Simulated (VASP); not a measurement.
## GaN: single point with LDA

GaN:

```xyz
2
Lattice="0.0000 2.2490 2.2490 2.2490 0.0000 2.2490 2.2490 2.2490 0.0000" Properties=species:S:1:pos:R:3 pbc="T T T"
Ga    0.0000    0.0000    0.0000
N     1.1245    1.1245    1.1245
```

* Program: VASP 6.6.1
* Task: single point
* Functional: LDA
* Potentials or basis: VASP PAW LDA potentials, release 64 (Ga_d, N)
* Cutoff: 520 eV
* k mesh: 8 × 8 × 8
* Occupations: gaussian, width 0.01 eV
* Spin: no spin polarisation

The pressure is -4.4 GPa. The band gap on the k mesh is 1.79 eV, direct.

Levels at points of the mesh, in eV from the valence-band top:
```
           k point  band 6  band 7  band 8  band 9  band 10  band 11  band 12  band 13
(0.00, 0.00, 0.00)  -13.24    0.00    0.00    0.00     1.79    10.15    10.15    10.15
(0.50, 0.00, 0.00)  -11.85   -7.16   -0.99   -0.99     4.58     8.63    10.23    10.23
(0.50, 0.50, 0.00)  -11.37   -6.23   -2.75   -2.75     3.25     6.52    11.55    13.82
```

Wall time 8 s on 1 thread of Intel(R) Xeon(R) Platinum 8259CL CPU @ 2.50GHz (Skylake/Cascade Lake), on a shared host, peak memory 0.13 GiB.
